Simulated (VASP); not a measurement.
# BAs (F-43m) in VASP: further runs

BAs is run at these levels: PBE-based global hybrid with 15 % exact exchange, PBE-based global hybrid with 25 % exact exchange; tasks: single point.

Everything below comes from runs of VASP 6.6.1. Logs are shortened: lines on timing, memory, paths and dates and some standing lists are left out, and cuts for length are marked.

### 1 The cell of the first run

It takes space group F-43m (No. 216, cubic). Conventional cell: a = 4.777 Å, b = 4.777 Å, c = 4.777 Å, α = 90.00°, β = 90.00°, γ = 90.00°. As (site symmetry -43m) has 4 B at 2.07 Å within 2.7 Å. B (site symmetry -43m) has 4 As at 2.07 Å within 2.7 Å.

### 2 Single point, PBE-based global hybrid with 15 % exact exchange

POSCAR

```
BAs
1.0
    0.0000000000      2.3885000000      2.3885000000
    2.3885000000      0.0000000000      2.3885000000
    2.3885000000      2.3885000000      0.0000000000
As B
1 1
Direct
    0.7500000000      0.7500000000      0.7500000000
    0.0000000000      0.0000000000      0.0000000000
```

INCAR.step1

```
PREC = Accurate ; ENCUT = 520
EDIFF = 1E-5 ; ISMEAR = -1
SIGMA = 0.05 ; LREAL = False
LASPH = True ; NELM = 80
ALGO = Normal ; ISIF = 2
LWAVE = True ; LCHARG = False
GGA = PE ; NBANDS = 11
```

INCAR.step2

```
PREC = Accurate ; ENCUT = 520
EDIFF = 1E-6 ; ISMEAR = -1
SIGMA = 0.05 ; LREAL = False
LASPH = True ; NELM = 80
ALGO = Normal ; ISIF = 2
LWAVE = False ; LCHARG = False
GGA = PE ; LHFCALC = True
AEXX = 0.15 ; PRECFOCK = Normal
ISTART = 1 ; NBANDS = 11
```

KPOINTS

```
regular mesh
0
Gamma
  6 6 6
```

Potentials or basis: VASP PAW PBE potentials, release 64 (As, B).

Started as:

```console
cat potpaw_PBE.64/As/POTCAR potpaw_PBE.64/B/POTCAR > POTCAR
cp INCAR.step1 INCAR
mpirun -np 1 vasp_std > vasp.out
cp INCAR.step2 INCAR
mpirun -np 1 vasp_std > vasp.out
```

OUTCAR:

```text
PREC = Accurate
   ENCUT = 520
   EDIFF = 1E-6
   ISMEAR = -1
   LREAL = False
   LASPH = True
   NELM = 80
   ISIF = 2
   GGA = PE
   LHFCALC = True
   AEXX = 0.15
   PRECFOCK = Normal
   ISTART = 1

 ion  position               nearest neighbor table
   1  0.750  0.750  0.750-   2 2.07   2 2.07   2 2.07   2 2.07
   2  0.000  0.000  0.000-   1 2.07   1 2.07   1 2.07   1 2.07

  LATTYP: Found a face centered cubic cell.
 ALAT       =     4.7770000000

  Lattice vectors:

 A1 = (   0.0000000000,   2.3885000000,   2.3885000000)
 A2 = (   2.3885000000,   0.0000000000,   2.3885000000)
 A3 = (   2.3885000000,   2.3885000000,   0.0000000000)

Analysis of symmetry for initial positions (statically):
=====================================================================
 Subroutine PRICEL returns:
 Original cell was already a primitive cell.

 Routine SETGRP: Setting up the symmetry group for a
 face centered cubic supercell.

 Subroutine GETGRP returns: Found 24 space group operations
 (whereof 24 operations were pure point group operations)
 out of a pool of 48 trial point group operations.

The static configuration has the point symmetry T_d .

Analysis of symmetry for dynamics (positions and initial velocities):
=====================================================================
 Subroutine PRICEL returns:
 Original cell was already a primitive cell.

 Routine SETGRP: Setting up the symmetry group for a
 face centered cubic supercell.

 Subroutine GETGRP returns: Found 24 space group operations
 (whereof 24 operations were pure point group operations)
 out of a pool of 48 trial point group operations.

The dynamic configuration has the point symmetry T_d .

 Subroutine INISYM returns: Found 24 space group operations
 (whereof 24 operations are pure point group operations),
 and found     1 'primitive' translations

----------------------------------------------------------------------------------------

                                     Primitive cell

  volume of cell :      27.2525

  direct lattice vectors                    reciprocal lattice vectors
     0.000000000  2.388500000  2.388500000    -0.209336404  0.209336404  0.209336404
     2.388500000  0.000000000  2.388500000     0.209336404 -0.209336404  0.209336404
     2.388500000  2.388500000  0.000000000     0.209336404  0.209336404 -0.209336404

  length of vectors
     3.377849094  3.377849094  3.377849094     0.362581287  0.362581287  0.362581287

  position of ions in fractional coordinates (direct lattice)
     0.750000000  0.750000000  0.750000000
     0.000000000  0.000000000  0.000000000

  ion indices of the primitive-cell ions
   primitive index   ion index
                 1           1
                 2           2

----------------------------------------------------------------------------------------

 KPOINTS: regular mesh

Automatic generation of k-mesh.
 Grid dimensions read from file:
 generate k-points for:    6    6    6

 Generating k-lattice:

  Cartesian coordinates                     Fractional coordinates (reciprocal lattice)
    -0.034889401  0.034889401  0.034889401     0.166666667  0.000000000  0.000000000
     0.034889401 -0.034889401  0.034889401     0.000000000  0.166666667  0.000000000
     0.034889401  0.034889401 -0.034889401     0.000000000  0.000000000  0.166666667

  Length of vectors
     0.060430214  0.060430214  0.060430214

  Shift w.r.t. Gamma in fractional coordinates (k-lattice)
     0.000000000  0.000000000  0.000000000

 Subroutine IBZKPT returns following result:
 ===========================================

 Found     16 irreducible k-points:

 Following reciprocal coordinates:
            Coordinates               Weight
  0.000000  0.000000  0.000000      1.000000
  0.166667  0.000000  0.000000      8.000000
  0.333333  0.000000  0.000000      8.000000
  0.500000  0.000000  0.000000      4.000000
  0.166667  0.166667  0.000000      6.000000
  0.333333  0.166667  0.000000     24.000000
[... 8 lines left out ...]
 -0.333333  0.333333  0.166667     24.000000
 -0.333333  0.500000  0.166667     12.000000
   k-points           NKPTS =     16   k-points in BZ     NKDIM =    216   number of bands    NBANDS=     11
   number of dos      NEDOS =    301   number of ions     NIONS =      2
   total plane-waves  NPLWV =  21952
   dimension x,y,z NGX =    28 NGY =   28 NGZ =   28
   dimension x,y,z NGXF=    56 NGYF=   56 NGZF=   56
   ions per type =               1   1
   NGX,Y,Z   is equivalent  to a cutoff of  13.78, 13.78, 13.78 a.u.
   NGXF,Y,Z  is equivalent  to a cutoff of  27.56, 27.56, 27.56 a.u.
 SYSTEM =  unknown system
   PREC   = accura    normal or accurate (medium, high low for compatibility)
   ISTART =      1    job   : 0-new  1-cont  2-samecut
   ICHARG =      0    charge: 1-file 2-atom 10-const
   ISPIN  =      1    spin polarized calculation?
   LNONCOLLINEAR =      F non collinear calculations
   LSORBIT =      F    spin-orbit coupling
   LASPH  =      T    aspherical Exc in radial PAW
   ENCUT  =  520.0 eV  38.22 Ry    6.18 a.u.   6.28  6.28  6.28*2*pi/ulx,y,z
   NELM   =     80;   NELMIN=  2; NELMDL=  0     # of ELM steps
   EDIFF  = 0.1E-05   stopping-criterion for ELM
   LREAL  =      F    real-space projection
   EDIFFG = 0.1E-04   stopping-criterion for IOM
   NSW    =      0    number of steps for IOM
   IBRION =     -1    ionic relax: 0-MD 1-quasi-New 2-CG
   NFREE  =      0    steps in history (QN), initial steepest desc. (CG)
   ISIF   =      2    stress and relaxation
   ISYM   =      3    0-nonsym 1-usesym 2-fastsym
   POTIM  = 0.5000    time-step for ionic-motion
   TEBEG  =    0.0;   TEEND  =   0.0 temperature during run
   PSTRESS=    0.0 pullay stress
   NELECT =       8.0000    total number of electrons
   NUPDOWN=      -1.0000    fix difference up-down
   EMIN   =  10.00;   EMAX   =-10.00  energy-range for DOS
   EFERMI =   0.00;   METHOD = LEGACY
   ISMEAR =    -1;   SIGMA  =   0.05  broadening in eV -4-tet -1-fermi 0-gaus
   EFERMI_NEDOS =   21; number of points for ismear=-14 and -15
   IALGO  =     38    algorithm
   IMIX   =      1    mixing-type and parameters
     AMIX     =   0.40;   BMIX     =  1.00
     AMIX_MAG =   1.60;   BMIX_MAG =  1.00
  volume/ion in A,a.u.               =      13.63        91.95
  Fermi-wavevector in a.u.,A,eV,Ry     =   1.088018  2.056057 16.106360  1.183784
  Thomas-Fermi vector in A             =   2.224191
   LORBIT       =      0    0 simple, 1 ext, 2 COOP (PROOUT), +10 PAW based schemes
   GGA     = PE    functional components
   LHFCALC =     T    Hartree Fock is set to
   PRECFOCK=normal    Normal, Fast or Accurate (Low or Medium for compatibility)
   ENCUT4O =  -1.0   cutoff for four orbital integrals eV
   NKREDX  =     1    reduce k-point grid by
   NKREDY  =     1    reduce k-point grid by
   NKREDZ  =     1    reduce k-point grid by
   AEXX    =    0.1500 exact exchange contribution
   HFSCREEN=    0.0000 screening length (either q_TF or 0.3 A-1)
   HFSCREENC=   0.0000 screening length for correlation (either q_TF or 0.3 A-1)
   ENCUTFOCK=  -1.0 apply spherical cutoff to Coloumb kernel
   IVDW    =     0    specifies the selected vdW correction
   LEPSILON=     F    determine dielectric tensor
   LRPA    =     F    only Hartree local field effects (RPA)
 non-spin polarized calculation
  energy-cutoff  :      520.00
  volume of cell :       27.25
 maximum number of plane-waves:       754
 NGX is ok and might be reduce to    28
  NGX = 20; NGY = 20; NGZ = 20

 number of electron       8.0000000 magnetization

 Free energy of the ion-electron system (eV)
  ---------------------------------------------------
  ext. energy  EPLUGINS =         0.00000000
  ---------------------------------------------------
  free energy    TOTEN  =       -13.04697735 eV

  energy without entropy =      -13.04697735  energy(sigma->0) =      -13.04697735

 E-fermi :   6.7414     XC(G=0):  -9.2492

 val. band max:        5.6800233711   @ k =   0.0000   0.0000   0.0000
 cond. band min:       7.7664229981   @ k =   0.3333   0.3333   0.0000
 fundamental gap:      2.0863996270
 Fermi energy:         6.7413621464

 k-point     1 :       0.0000    0.0000    0.0000
  band No.  band energies     occupation
      1     -10.7113      2.00000
      2       5.6800      2.00000
      3       5.6800      2.00000
      4       5.6800      2.00000
      5       9.8690      0.00000
      6       9.8690      0.00000
      7       9.8690      0.00000
      8      11.5011      0.00000
      9      16.3135      0.00000
     10      19.7284      0.00000
     11      19.7284      0.00000

 k-point     2 :       0.1667    0.0000    0.0000
  band No.  band energies     occupation
      1     -10.2301      2.00000
      2       2.5557      2.00000
      3       4.9673      2.00000
      4       4.9673      2.00000
      5       9.9336      0.00000
      6      10.8022      0.00000
      7      10.8022      0.00000
      8      13.4899      0.00000
      9      17.7929      0.00000
     10      18.0270      0.00000
     11      18.0270      0.00000

 k-point     3 :       0.3333    0.0000    0.0000
  band No.  band energies     occupation
      1      -8.8816      2.00000
      2      -1.5093      2.00000
      3       4.0713      2.00000
      4       4.0713      2.00000
      5       9.4855      0.00000
      6      11.4976      0.00000
      7      11.4976      0.00000
      8      15.5579      0.00000
      9      18.3085      0.00000
     10      18.8252      0.00000
     11      18.8252      0.00000

 k-point     4 :       0.5000    0.0000    0.0000
  band No.  band energies     occupation
      1      -7.6452      2.00000
      2      -3.7111      2.00000
      3       3.7413      2.00000
      4       3.7413      2.00000
      5       9.3086      0.00000
      6      11.4362      0.00000
      7      11.4362      0.00000
      8      15.6750      0.00000
      9      19.6498      0.00000
     10      21.5165      0.00000
     11      21.5165      0.00000

 k-point     5 :       0.1667    0.1667    0.0000
  band No.  band energies     occupation
      1     -10.0678      2.00000
      2       3.2706      2.00000
      3       3.8785      2.00000
      4       3.8785      2.00000
      5       8.7880      0.00000
      6      12.3521      0.00000
      7      12.3521      0.00000
      8      12.4156      0.00000
      9      16.4370      0.00000
     10      18.5996      0.00000
     11      20.4163      0.00000
[... 99 lines left out ...]
 k-point    13 :       0.5000    0.5000    0.0000
  band No.  band energies     occupation
      1      -6.2138      2.00000
      2      -3.4753      2.00000
      3       1.3413      2.00000
      4       1.3413      2.00000
      5       7.9130      0.00000
      6       7.9571      0.00000
      7      18.4411      0.00000
      8      18.4411      0.00000
      9      19.9308      0.00000
     10      24.3256      0.00000
     11      24.7131      0.00000

 k-point    14 :       0.5000    0.3333    0.1667
  band No.  band energies     occupation
      1      -7.7247      2.00000
      2      -1.5399      2.00000
      3       0.5094      2.00000
      4       2.2761      2.00000
      5      10.4082      0.00000
      6      11.8791      0.00000
      7      12.5780      0.00000
      8      15.9538      0.00000
      9      18.3762      0.00000
     10      20.6037      0.00000
     11      23.1188      0.00000

 k-point    15 :      -0.3333    0.3333    0.1667
  band No.  band energies     occupation
      1      -6.6123      2.00000
      2      -2.9438      2.00000
      3      -0.0727      2.00000
      4       1.5869      2.00000
      5      10.9811      0.00000
      6      11.9221      0.00000
      7      14.3369      0.00000
      8      15.7238      0.00000
      9      17.0929      0.00000
     10      21.4078      0.00000
     11      23.3212      0.00000

 k-point    16 :      -0.3333    0.5000    0.1667
  band No.  band energies     occupation
      1      -6.0846      2.00000
      2      -3.1373      2.00000
      3       0.2143      2.00000
      4       0.4207      2.00000
      5      10.3718      0.00000
      6      10.6311      0.00000
      7      15.5238      0.00000
      8      15.7625      0.00000
      9      19.3367      0.00000
     10      22.6762      0.00000
     11      22.7765      0.00000

------------------------ aborting loop because EDIFF is reached ----------------------------------------

  FORCE on cell =-STRESS in cart. coord.  units (eV):
  Direction    XX          YY          ZZ          XY          YZ          ZX
  --------------------------------------------------------------------------------------
  -------------------------------------------------------------------------------------
  Total        0.1577279      0.1577279      0.1577279      0.0000000      0.0000000     -0.0000000
  in kB        9.2728521      9.2728521      9.2728521      0.0000000      0.0000000     -0.0000000
  external PRESSURE =       9.2728521 kB  Pullay stress =       0.0000000 kB

 VOLUME and BASIS-vectors are now :
 -----------------------------------------------------------------------------
  energy-cutoff  :      520.00
  volume of cell :       27.25
      direct lattice vectors                 reciprocal lattice vectors
     0.000000000  2.388500000  2.388500000    -0.209336404  0.209336404  0.209336404
     2.388500000  0.000000000  2.388500000     0.209336404 -0.209336404  0.209336404
     2.388500000  2.388500000  0.000000000     0.209336404  0.209336404 -0.209336404

 POSITION                                       TOTAL-FORCE (eV/Angst)
 -----------------------------------------------------------------------------------
      3.58275      3.58275      3.58275         0.000000      0.000000     -0.000000
      0.00000      0.00000      0.00000        -0.000000     -0.000000      0.000000
 -----------------------------------------------------------------------------------
    total drift:                                0.000000      0.000000      0.000000

  FREE ENERGIE OF THE ION-ELECTRON SYSTEM (eV)
  ---------------------------------------------------
  free  energy   TOTEN  =       -13.0469773509 eV

  energy  without entropy=      -13.0469773509  energy(sigma->0) =      -13.04697735
```

It took 8.1 min on 1 thread of Intel Xeon Platinum 8259CL at 2.50GHz (Skylake/Cascade Lake), shared host; peak memory 0.17 GiB.

What came out:

| Property | Result |
| --- | --- |
| Free energy | -13.0470 eV |
| Pressure | 0.9 GPa |
| Band gap on the k mesh | 2.09 eV (least direct gap 4.19 eV) |

Caveat: the PAW data sets were made with another functional, which shifts forces and pressure a little. A k mesh can miss the band edges.

### 3 Single point, PBE-based global hybrid with 25 % exact exchange

POSCAR is that of step 2.

INCAR.step1

```
  PREC = Accurate
  ENCUT = 520
  EDIFF = 1E-5
  ISMEAR = -1
  SIGMA = 0.05
  LREAL = F
  LASPH = T
  NELM = 100
  ALGO = Normal
  ISIF = 2
  LWAVE = T
  GGA = PE
  NBANDS = 11
```

INCAR.step2

```
  PREC = Accurate
  ENCUT = 520
  EDIFF = 1E-6
  ISMEAR = -1
  SIGMA = 0.05
  LREAL = F
  LASPH = T
  NELM = 100
  ALGO = Normal
  ISIF = 2
  LWAVE = F
  LCHARG = T
  GGA = PE
  LHFCALC = T
  AEXX = 0.25
  PRECFOCK = Normal
  LELF = T
  LVHAR = T
  ISTART = 1
  NBANDS = 11
```

KPOINTS is that of step 2.

Potentials or basis: VASP PAW PBE potentials, release 64 (As, B).

Started as:

```console
cat potpaw_PBE.64/As/POTCAR potpaw_PBE.64/B/POTCAR > POTCAR
cp INCAR.step1 INCAR
mpirun -np 1 vasp_std > vasp.out
cp INCAR.step2 INCAR
mpirun -np 1 vasp_std > vasp.out
```

It took 8.2 min on 1 thread of Intel Xeon Platinum 8259CL at 2.50GHz (Skylake/Cascade Lake), shared host; peak memory 0.17 GiB.

The run converged. Its results:

```yaml
Free_energy: -14.1738 eV
Pressure: -0.7 GPa
Band_gap_on_the_k_mesh: 2.65 eV (least direct gap 4.82 eV)
```

Levels at points of the mesh, in eV from the valence-band top:
```
           k point  band 2  band 3  band 4  band 5  band 6  band 7
(0.00, 0.00, 0.00)    0.00    0.00    0.00    4.82    4.82    4.82
(0.50, 0.00, 0.00)   -9.78   -2.01   -2.01    4.27    6.42    6.42
(0.50, 0.50, 0.00)   -9.56   -4.50   -4.50    2.79    2.85   13.70
```

Caveat: the PAW data sets were made with another functional, which shifts forces and pressure a little. A k mesh can miss the band edges.
